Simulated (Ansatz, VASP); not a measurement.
**SrO in VASP and in Ansatz**

```xyz
4
Lattice="4.0234 0.0000 0.0000 -2.0117 3.4843 0.0000 0.0000 0.0000 5.8219" Properties=species:S:1:pos:R:3 pbc="T T T"
Sr    0.0000    2.3229    5.4617
Sr    2.0117    1.1614    2.5507
O     0.0000    2.3229    2.5434
O     2.0117    1.1614    5.4544
```

Alike in both runs: task single point; functional LDA; k mesh 9 × 9 × 6; occupations gaussian, width 0.05 eV; no spin polarisation.

|  | VASP | Ansatz |
| --- | --- | --- |
| version | VASP 6.6.1 | Ansatz 0.2.0 |
| potentials or method | VASP PAW LDA potentials, release 64 (Sr_sv, O), cutoff 520 eV | scalar-relativistic, plane waves, PAW |
| valence electrons in the cell | 32 | 32 |

Ansatz gave:

```
gap on the k mesh at the Fermi level (eV)                     : 2.11
least direct gap on the mesh (eV)                             : 2.58
pressure (GPa)                                                : -0.5
traceless stress, the component that is largest in VASP (GPa) : -9.08
rms of the force components (eV/Å)                            : 0.009
```

Q: What did VASP give for the same quantities?

A: gap on the k mesh at the Fermi level (eV): 2.11; least direct gap on the mesh (eV): 2.58; pressure (GPa): 0.2; traceless stress, the component that is largest in VASP (GPa): -9.70; rms of the force components (eV/Å): 0.009.

LDA's correlation is that of Perdew and Zunger in VASP and of Perdew and Wang (1992) in Ansatz. Atom by atom the forces differ by 0.000 eV/Å (rms over components).
